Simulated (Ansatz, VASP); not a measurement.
**Two plane-wave programs on BaTe**

```
Ba Te
1.0
     7.34831    0.00000    0.00000
     0.00000    6.83264    0.00000
     0.00000    0.00000    4.34804
Ba Te
4 4
Direct
  0.18900 0.00200 0.25000
  0.81100 0.99800 0.75000
  0.68900 0.49800 0.75000
  0.31100 0.50200 0.25000
  0.57200 0.23100 0.25000
  0.42800 0.76900 0.75000
  0.07200 0.26900 0.75000
  0.92800 0.73100 0.25000
```

Alike in both runs: task single point; functional r2SCAN; k mesh 4 × 4 × 6; no spin polarisation.

```csv
,VASP,Ansatz
version,VASP 6.6.1,Ansatz 0.2.0
potentials or method,"VASP PAW PBE potentials, release 64 (Ba_sv, Te), cutoff 520 eV",PAW plane waves
occupations,"methfessel-paxton of order 1, width 0.0506 eV","cold, width 0.0506 eV"
valence electrons in the cell,64,104
```

Ansatz gave:

* gap on the k mesh at the Fermi level (eV): 0.88
* rms of the force components (eV/Å): 3.250

What did VASP give for the same quantities?

gap on the k mesh at the Fermi level (eV): 0.80; rms of the force components (eV/Å): 3.444.

VASP's potentials were made for PBE, not for r2SCAN. Atom by atom the forces differ by 0.195 eV/Å (rms over components). VASP's potentials hold 64 valence electrons a cell and Ansatz's 104, so a difference there can come from the potentials and not from the codes.

Spin-orbit coupling is off throughout.
